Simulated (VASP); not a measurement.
# MgO (Fm-3m) in VASP: a series of runs

The runs below take MgO through single point, with PBEsol.

All numbers are computed with VASP 6.6.1; they aren't measurements. Logs are shortened: lines on timing, memory, paths and dates and some standing lists are left out, and cuts for length are marked.

**Experimental background.**

“Electronic structure of alkaline earth and post-transition metal oxides”, 2009, arxiv:0908.1581 quotes, for a bulk crystal of MgO: band gap 7.83 eV.

How close the calculation comes is told below.

## (1) The cell of the first run

Symmetry: Fm-3m, No. 225, cubic system. The conventional cell has a = 4.122 Å, b = 4.122 Å, c = 4.122 Å, α = 90.00°, β = 90.00°, γ = 90.00°. Within 2.7 Å of Mg (site symmetry m-3m) lie 6 O at 2.06 Å. Within 2.7 Å of O (site symmetry m-3m) lie 6 Mg at 2.06 Å.

## (2) Single point, PBEsol

INCAR

```
PREC = Accurate
ENCUT = 600
EDIFF = 1E-6
ISMEAR = 0
SIGMA = 0.1
LREAL = False
LASPH = True
NELM = 120
ALGO = Normal
ISIF = 2
LWAVE = False
LCHARG = False
GGA = PS
NBANDS = 11
GGA_COMPAT = False
```

KPOINTS

```
Automatic mesh
0
Gamma
  8 8 8
```

POSCAR

```
MgO
1.0
    0.0000000000      2.0609745682      2.0609745682
    2.0609745682      0.0000000000      2.0609745682
    2.0609745682      2.0609745682      0.0000000000
Mg O
1 1
Direct
    0.0000000000      0.0000000000      0.0000000000
    0.5000000000      0.5000000000      0.5000000000
```

Potentials or basis: VASP PAW PBE potentials, release 64 (Mg, O).

The run is started by

```console
> cat potpaw_PBE.64/Mg/POTCAR potpaw_PBE.64/O/POTCAR > POTCAR
> mpirun -np 1 vasp_std > vasp.out
```

OUTCAR:

```text
PREC = Accurate
   ENCUT = 600
   EDIFF = 1E-6
   ISMEAR = 0
   LREAL = False
   LASPH = True
   NELM = 120
   ISIF = 2
   GGA = PS

 ion  position               nearest neighbor table
   1  0.000  0.000  0.000-   2 2.06   2 2.06   2 2.06   2 2.06   2 2.06   2 2.06
   2  0.500  0.500  0.500-   1 2.06   1 2.06   1 2.06   1 2.06   1 2.06   1 2.06

  LATTYP: Found a face centered cubic cell.
 ALAT       =     4.1219491364

  Lattice vectors:

 A1 = (   0.0000000000,   2.0609745682,   2.0609745682)
 A2 = (   2.0609745682,   0.0000000000,   2.0609745682)
 A3 = (   2.0609745682,   2.0609745682,   0.0000000000)

Analysis of symmetry for initial positions (statically):
=====================================================================
 Subroutine PRICEL returns:
 Original cell was already a primitive cell.

 Routine SETGRP: Setting up the symmetry group for a
 face centered cubic supercell.

 Subroutine GETGRP returns: Found 48 space group operations
 (whereof 48 operations were pure point group operations)
 out of a pool of 48 trial point group operations.

The static configuration has the point symmetry O_h .

Analysis of symmetry for dynamics (positions and initial velocities):
=====================================================================
 Subroutine PRICEL returns:
 Original cell was already a primitive cell.

 Routine SETGRP: Setting up the symmetry group for a
 face centered cubic supercell.

 Subroutine GETGRP returns: Found 48 space group operations
 (whereof 48 operations were pure point group operations)
 out of a pool of 48 trial point group operations.

The dynamic configuration has the point symmetry O_h .

 Subroutine INISYM returns: Found 48 space group operations
 (whereof 48 operations are pure point group operations),
 and found     1 'primitive' translations

----------------------------------------------------------------------------------------

                                     Primitive cell

  volume of cell :      17.5085

  direct lattice vectors                    reciprocal lattice vectors
     0.000000000  2.060974568  2.060974568    -0.242603673  0.242603673  0.242603673
     2.060974568  0.000000000  2.060974568     0.242603673 -0.242603673  0.242603673
     2.060974568  2.060974568  0.000000000     0.242603673  0.242603673 -0.242603673

  length of vectors
     2.914658186  2.914658186  2.914658186     0.420201888  0.420201888  0.420201888

  position of ions in fractional coordinates (direct lattice)
     0.000000000  0.000000000  0.000000000
     0.500000000  0.500000000  0.500000000

  ion indices of the primitive-cell ions
   primitive index   ion index
                 1           1
                 2           2

----------------------------------------------------------------------------------------

 KPOINTS: Automatic mesh

Automatic generation of k-mesh.
 Grid dimensions read from file:
 generate k-points for:    8    8    8

 Generating k-lattice:

  Cartesian coordinates                     Fractional coordinates (reciprocal lattice)
    -0.030325459  0.030325459  0.030325459     0.125000000  0.000000000  0.000000000
     0.030325459 -0.030325459  0.030325459     0.000000000  0.125000000  0.000000000
     0.030325459  0.030325459 -0.030325459     0.000000000  0.000000000  0.125000000

  Length of vectors
     0.052525236  0.052525236  0.052525236

  Shift w.r.t. Gamma in fractional coordinates (k-lattice)
     0.000000000  0.000000000  0.000000000

 Subroutine IBZKPT returns following result:
 ===========================================

 Found     29 irreducible k-points:

 Following reciprocal coordinates:
            Coordinates               Weight
  0.000000  0.000000  0.000000      1.000000
  0.125000  0.000000  0.000000      8.000000
  0.250000  0.000000  0.000000      8.000000
  0.375000  0.000000  0.000000      8.000000
  0.500000  0.000000  0.000000      4.000000
  0.125000  0.125000  0.000000      6.000000
[... 16 lines left out ...]
  0.500000  0.250000  0.125000     48.000000
 -0.375000  0.250000  0.125000     24.000000
 [... further k-points ...]
   k-points           NKPTS =     29   k-points in BZ     NKDIM =     29   number of bands    NBANDS=     11
   number of dos      NEDOS =    301   number of ions     NIONS =      2
   total plane-waves  NPLWV =  13824
   dimension x,y,z NGX =    24 NGY =   24 NGZ =   24
   dimension x,y,z NGXF=    48 NGYF=   48 NGZF=   48
   ions per type =               1   1
   NGX,Y,Z   is equivalent  to a cutoff of  13.69, 13.69, 13.69 a.u.
   NGXF,Y,Z  is equivalent  to a cutoff of  27.38, 27.38, 27.38 a.u.
 SYSTEM =  unknown system
   PREC   = accura    normal or accurate (medium, high low for compatibility)
   ISTART =      0    job   : 0-new  1-cont  2-samecut
   ICHARG =      2    charge: 1-file 2-atom 10-const
   ISPIN  =      1    spin polarized calculation?
   LNONCOLLINEAR =      F non collinear calculations
   LSORBIT =      F    spin-orbit coupling
   LASPH  =      T    aspherical Exc in radial PAW
   ENCUT  =  600.0 eV  44.10 Ry    6.64 a.u.   5.82  5.82  5.82*2*pi/ulx,y,z
   NELM   =    120;   NELMIN=  2; NELMDL= -5     # of ELM steps
   EDIFF  = 0.1E-05   stopping-criterion for ELM
   LREAL  =      F    real-space projection
   EDIFFG = 0.1E-04   stopping-criterion for IOM
   NSW    =      0    number of steps for IOM
   IBRION =     -1    ionic relax: 0-MD 1-quasi-New 2-CG
   NFREE  =      0    steps in history (QN), initial steepest desc. (CG)
   ISIF   =      2    stress and relaxation
   ISYM   =      2    0-nonsym 1-usesym 2-fastsym
   POTIM  = 0.5000    time-step for ionic-motion
   TEBEG  =    0.0;   TEEND  =   0.0 temperature during run
   PSTRESS=    0.0 pullay stress
   NELECT =       8.0000    total number of electrons
   NUPDOWN=      -1.0000    fix difference up-down
   EMIN   =  10.00;   EMAX   =-10.00  energy-range for DOS
   EFERMI =   0.00;   METHOD = LEGACY
   ISMEAR =     0;   SIGMA  =   0.10  broadening in eV -4-tet -1-fermi 0-gaus
   EFERMI_NEDOS =   21; number of points for ismear=-14 and -15
   IALGO  =     38    algorithm
   IMIX   =      4    mixing-type and parameters
     AMIX     =   0.40;   BMIX     =  1.00
     AMIX_MAG =   1.60;   BMIX_MAG =  1.00
  volume/ion in A,a.u.               =       8.75        59.08
  Fermi-wavevector in a.u.,A,eV,Ry     =   1.260924  2.382801 21.632297  1.589929
  Thomas-Fermi vector in A             =   2.394409
   LORBIT       =      0    0 simple, 1 ext, 2 COOP (PROOUT), +10 PAW based schemes
   GGA     = PS    functional components
   LHFCALC =     F    Hartree Fock is set to
   AEXX    =    0.0000 exact exchange contribution
   IVDW    =     0    specifies the selected vdW correction
   LEPSILON=     F    determine dielectric tensor
   LRPA    =     F    only Hartree local field effects (RPA)
 non-spin polarized calculation
 Gauss-broadening in eV      SIGMA  =   0.10
  energy-cutoff  :      600.00
  volume of cell :       17.51
 maximum number of plane-waves:       604
   NGX = 11   NGY = 11   NGZ = 11

 number of electron       7.9999997 magnetization

 Free energy of the ion-electron system (eV)
  ---------------------------------------------------
  ext. energy  EPLUGINS =         0.00000000
  ---------------------------------------------------
  free energy    TOTEN  =       -12.47501903 eV

  energy without entropy =      -12.47501903  energy(sigma->0) =      -12.47501903

 E-fermi :   3.9746     XC(G=0): -11.6279

 val. band max:        3.5703263107   @ k =   0.0000   0.0000   0.0000
 cond. band min:       8.8588910020   @ k =   0.0000   0.0000   0.0000
 fundamental gap:      5.2885646913
 Fermi energy:         3.9746446920

 k-point     1 :       0.0000    0.0000    0.0000
  band No.  band energies     occupation
      1     -13.9850      2.00000
      2       3.5703      2.00000
      3       3.5703      2.00000
      4       3.5703      2.00000
      5       8.8589      0.00000
      6      19.5622      0.00000
      7      19.5622      0.00000
      8      19.5622      0.00000
      9      23.5790      0.00000
     10      25.5411      0.00000
     11      25.5411      0.00000

 k-point     2 :       0.1250    0.0000    0.0000
  band No.  band energies     occupation
      1     -13.7995      2.00000
      2       2.5757      2.00000
      3       3.4527      2.00000
      4       3.4527      2.00000
      5       9.7695      0.00000
      6      17.8489      0.00000
      7      19.9631      0.00000
      8      19.9631      0.00000
      9      24.6817      0.00000
     10      24.6817      0.00000
     11      25.9863      0.00000

 k-point     3 :       0.2500    0.0000    0.0000
  band No.  band energies     occupation
      1     -13.3130      2.00000
      2       0.7477      2.00000
      3       3.1829      2.00000
      4       3.1829      2.00000
      5      11.1649      0.00000
      6      16.3969      0.00000
      7      20.6020      0.00000
      8      20.6020      0.00000
      9      24.2860      0.00000
     10      24.2860      0.00000
     11      26.5183      0.00000

 k-point     4 :       0.3750    0.0000    0.0000
  band No.  band energies     occupation
      1     -12.7558      2.00000
      2      -0.7959      2.00000
      3       2.9299      2.00000
      4       2.9299      2.00000
      5      11.7099      0.00000
      6      16.4604      0.00000
      7      20.5583      0.00000
      8      20.5583      0.00000
      9      25.6156      0.00000
     10      25.6156      0.00000
     11      25.6870      0.00000
[... 239 lines left out ...]
 k-point    22 :       0.3750    0.2500    0.1250
  band No.  band energies     occupation
      1     -12.9637      2.00000
      2       0.3555      2.00000
      3       2.3060      2.00000
      4       2.8836      2.00000
      5      12.6384      0.00000
      6      15.1399      0.00000
      7      19.2692      0.00000
      8      21.7508      0.00000
      9      22.1326      0.00000
     10      26.6386      0.00000
     11      30.3816      0.00000

 k-point    23 :       0.5000    0.2500    0.1250
  band No.  band energies     occupation
      1     -12.5239      2.00000
      2      -0.4161      2.00000
      3       1.6768      2.00000
      4       2.6066      2.00000
      5      13.4907      0.00000
      6      15.5381      0.00000
      7      18.1145      0.00000
      8      21.3879      0.00000
      9      23.8194      0.00000
     10      26.6803      0.00000
     11      30.5487      0.00000

 k-point    24 :      -0.3750    0.2500    0.1250
  band No.  band energies     occupation
      1     -12.3261      2.00000
      2      -0.7511      2.00000
      3       1.4515      2.00000
      4       2.4776      2.00000
      5      13.5629      0.00000
      6      16.2489      0.00000
      7      17.6777      0.00000
      8      21.1470      0.00000
      9      24.7210      0.00000
     10      26.3738      0.00000
     11      30.6513      0.00000

 [... further k-points ...]

------------------------ aborting loop because EDIFF is reached ----------------------------------------

  FORCE on cell =-STRESS in cart. coord.  units (eV):
  Direction    XX          YY          ZZ          XY          YZ          ZX
  --------------------------------------------------------------------------------------
  -------------------------------------------------------------------------------------
  Total        1.2411423      1.2411423      1.2411423     -0.0000000     -0.0000000     -0.0000000
  in kB      113.5753977    113.5753977    113.5753977     -0.0000000     -0.0000000     -0.0000000
  external PRESSURE =     113.5753977 kB  Pullay stress =       0.0000000 kB

 VOLUME and BASIS-vectors are now :
 -----------------------------------------------------------------------------
  energy-cutoff  :      600.00
  volume of cell :       17.51
      direct lattice vectors                 reciprocal lattice vectors
     0.000000000  2.060974568  2.060974568    -0.242603673  0.242603673  0.242603673
     2.060974568  0.000000000  2.060974568     0.242603673 -0.242603673  0.242603673
     2.060974568  2.060974568  0.000000000     0.242603673  0.242603673 -0.242603673

 POSITION                                       TOTAL-FORCE (eV/Angst)
 -----------------------------------------------------------------------------------
      0.00000      0.00000      0.00000        -0.000000     -0.000000     -0.000000
      2.06097      2.06097      2.06097         0.000000      0.000000      0.000000
 -----------------------------------------------------------------------------------
    total drift:                               -0.000000     -0.000000      0.000000

  FREE ENERGIE OF THE ION-ELECTRON SYSTEM (eV)
  ---------------------------------------------------
  free  energy   TOTEN  =       -12.4750190284 eV

  energy  without entropy=      -12.4750190284  energy(sigma->0) =      -12.47501903
```

Wall time 4.1 s (1 thread of Intel Xeon Platinum 8559C (Emerald Rapids), shared host); peak memory 0.14 GiB.

What came out:

```yaml
Free_energy: -12.4750 eV
Pressure: 11.4 GPa
Band_gap_on_the_k_mesh: 5.29 eV, direct
```

Levels at points of the mesh, in eV from the valence-band top:
```csv
k point,band 1,band 2,band 3,band 4,band 5,band 6,band 7,band 8
"(0.00, 0.00, 0.00)",-17.56,0.00,0.00,0.00,5.29,15.99,15.99,15.99
"(0.50, 0.00, 0.00)",-16.07,-4.98,-0.74,-0.74,8.16,13.24,16.85,16.85
"(0.50, 0.50, 0.00)",-15.78,-4.42,-1.46,-1.46,8.98,10.59,13.67,19.85
```

Caveat: the PAW data sets were made with another functional, which shifts forces and pressure a little.

## (3) Single point, PBEsol

This run uses another cell than the first one, of 9.35 Å³/atom, 1.068 times its volume.

INCAR

```
SYSTEM = MgO
PREC     = Accurate       ! precision mode
ENCUT    = 600            ! plane-wave cutoff, eV
EDIFF    = 1E-6           ! SCF threshold, eV
ISMEAR   = 0              ! smearing method
SIGMA    = 0.1            ! smearing width, eV
LREAL    = .False.        ! projectors in reciprocal space
LASPH    = .True.         ! aspherical terms in the spheres
NELM     = 120            ! most SCF steps
ALGO     = Normal         ! electronic algorithm
ISIF     = 2              ! what is computed and relaxed
LWAVE    = .False.        ! write WAVECAR
LCHARG   = .False.        ! write CHGCAR
GGA      = PS             ! functional
NBANDS   = 11             ! bands
GGA_COMPAT= .False.
```

KPOINTS

```
Automatic mesh
0
Gamma
  8 8 8
  0 0 0
```

POSCAR

```
MgO
1.0
    0.0000000000      2.1066950100      2.1066950100
    2.1066950100      0.0000000000      2.1066950100
    2.1066950100      2.1066950100      0.0000000000
Mg O
1 1
Direct
    0.0000000000      0.0000000000      0.0000000000
    0.5000000000      0.5000000000      0.5000000000
```

Potentials or basis: VASP PAW PBE potentials, release 64 (Mg, O).

The run is started by

```console
> cat potpaw_PBE.64/Mg/POTCAR potpaw_PBE.64/O/POTCAR > POTCAR
> mpirun -np 1 vasp_std > vasp.out
```

Wall time 4.9 s (1 thread of Intel Xeon Platinum 8559C (Emerald Rapids), shared host); peak memory 0.14 GiB.

It converged, with:

* Free energy: -12.5155 eV
* Pressure: -0.6 GPa
* Band gap on the k mesh: 4.63 eV, direct

Levels at points of the mesh, in eV from the valence-band top:
| k point | band 2 | band 3 | band 4 | band 5 | band 6 | band 7 |
| --- | --- | --- | --- | --- | --- | --- |
| (0.00, 0.00, 0.00) | 0.00 | 0.00 | 0.00 | 4.63 | 15.63 | 15.63 |
| (0.50, 0.00, 0.00) | -4.68 | -0.66 | -0.66 | 7.74 | 12.49 | 16.17 |
| (0.50, 0.50, 0.00) | -4.14 | -1.36 | -1.36 | 8.92 | 9.87 | 12.96 |

Caveat: the PAW data sets were made with another functional, which shifts forces and pressure a little.

## (4) Against experiment

Step 3. Against the measured gap of MgO, 7.83 eV (quoted in “Electronic structure of alkaline earth and post-transition metal oxides”, 2009, arxiv:0908.1581), the calculated 4.63 eV is off by -3.20 eV. The value is that of PBEsol, without temperature or zero-point motion. Semilocal functionals fall short of measured gaps as a rule.
